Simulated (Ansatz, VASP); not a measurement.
## One calculation of GaSb3, two programs

Contents of INCAR:

```
SYSTEM = GaSb3
PREC = Accurate
ENCUT = 520
EDIFF = 1E-6
ISMEAR = 0
SIGMA = 0.15
LREAL = .False.
LASPH = .True.
NELM = 100
ALGO = Normal
ISIF = 2
LWAVE = .False.
LCHARG = .False.
GGA = PS
IVDW = 12
NBANDS = 22
```

KPOINTS

```
regular mesh
0
Gamma
  10 10 10
  0 0 0
```

The input POSCAR:

```
GaSb3
1.0
    0.0000000000      3.5857729617      3.5857729617
    3.5857729617      0.0000000000      3.5857729617
    3.5857729617      3.5857729617      0.0000000000
Ga Sb
1 3
Direct
    0.0211948723     -0.0211948723     -0.0211948723
    0.2461467257      0.2538532743      0.2538532743
    0.7461467257      0.7538532743      0.7538532743
    0.4955698034      0.5044301966      0.5044301966
```

Input for Ansatz:

```yaml
crystal:
  lattice:
    - [0.0, 3.5857729617, 3.5857729617]
    - [3.5857729617, 0.0, 3.5857729617]
    - [3.5857729617, 3.5857729617, 0.0]
  atoms:
    - { symbol: Ga, position: [0.0211948723, -0.0211948723, -0.0211948723] }
    - { symbol: Sb, position: [0.2461467257, 0.2538532743, 0.2538532743] }
    - { symbol: Sb, position: [0.7461467257, 0.7538532743, 0.7538532743] }
    - { symbol: Sb, position: [0.4955698034, 0.5044301966, 0.5044301966] }
basis:
  ecutwfc: 420
kpoints:
  mp_grid: { grid: [10, 10, 10] }
hamiltonian:
  xc: pbesol
  pseudopotentials: { kind: paw, azcp: { folder: soft_1 } }
  dispersion: d3bj
scf:
  occupations: { method: gaussian, width: 0.15 }
output:
  forces: true
  stress: true
  eigenvalues: true
  write_density: true
  write_potential: true
  elf: true
  volumetric_format: npy
```

Change from the starting cell: mode 4 frozen in at +0.000 Å and mode 7 at -0.152 Å (largest displacements).

Alike in both runs: task single point; functional PBEsol; dispersion D3(BJ); k mesh 10 × 10 × 10; occupations gaussian, width 0.15 eV; no spin polarisation.

|  | VASP | Ansatz |
| --- | --- | --- |
| version | VASP 6.6.1 | Ansatz 0.2.0 |
| potentials or method | VASP PAW PBE potentials, release 64 (Ga_d, Sb), cutoff 520 eV | scalar-relativistic, plane waves, PAW |
| valence electrons in the cell | 28 | 58 |

VASP gave:

```
gap on the k mesh at the Fermi level (eV) : none
pressure (GPa)                            : 0.4
rms of the force components (eV/Å)        : 0.125
```

Which values does Ansatz return?

gap on the k mesh at the Fermi level (eV): none; pressure (GPa): 0.3; rms of the force components (eV/Å): 0.124.

VASP's potentials were made for PBE, not for PBEsol, and Ansatz warns of the same on its side. Atom by atom the forces differ by 0.002 eV/Å (rms over components). A gap of «none» marks a metal or a gap that the smearing closes. VASP's potentials hold 28 valence electrons a cell and Ansatz's 58, so a difference there can come from the potentials and not from the codes.

Spin-orbit coupling is off throughout.
